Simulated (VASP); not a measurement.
Here is a VASP 6.6.1 calculation.

INCAR

```
  ALGO = Normal
  EDIFF = 1E-6
  EDIFFG = -0.01
  ENCUT = 600
  GGA = PE
  IBRION = 2
  ISIF = 3
  ISMEAR = 0
  LASPH = T
  LCHARG = F
  LREAL = F
  LWAVE = F
  NELM = 60
  NSW = 100
  PREC = Accurate
  SIGMA = 0.1
```

KPOINTS

```
k-points
0
Gamma
  10 10 10
```

Contents of POSCAR:

```
BeMoC4
1.0
    3.6010385188      0.0000000000      0.0000000000
    0.0000000000      3.6010385188      0.0000000000
    0.0000000000      0.0000000000      4.1106334663
Be Mo C
1 1 4
Direct
    0.5000000000      0.5000000000      0.5000000000
    0.0000000000      0.0000000000      0.0000000000
    0.5000000000      0.0000000000      0.6640946110
    0.0000000000      0.5000000000      0.3359053890
    0.5000000000      0.0000000000      0.3359053890
    0.0000000000      0.5000000000      0.6640946110
```

Potentials or basis: VASP PAW PBE potentials, release 64 (Be, Mo_sv, C).

The run is started by

```console
$ cat potpaw_PBE.64/Be/POTCAR potpaw_PBE.64/Mo_sv/POTCAR potpaw_PBE.64/C/POTCAR > POTCAR
$ mpirun -np 1 vasp_std > vasp.out
```

Q: What does it give for the relaxed volume?

A: 8.91 Å³/atom.

Q: Estimate the relaxed cell.

A: a = 3.608 Å, b = 3.608 Å, c = 4.107 Å, α = 90.00°, β = 90.00°, γ = 90.00°.

Q: Predict the band gap on the k mesh.

A: Zero (band 16 reaches 8.37 eV, above the bottom of band 17 at 7.25 eV).

Final structure:
```
CELL_PARAMETERS angstrom
3.60825 0.00000 0.00000
0.00000 3.60825 0.00000
0.00000 0.00000 4.10680
ATOMIC_POSITIONS crystal
Be 0.50000 0.50000 0.50000
Mo 0.00000 0.00000 0.00000
C 0.50000 0.00000 0.66372
C 0.00000 0.50000 0.33628
C 0.50000 0.00000 0.33628
C 0.00000 0.50000 0.66372
```
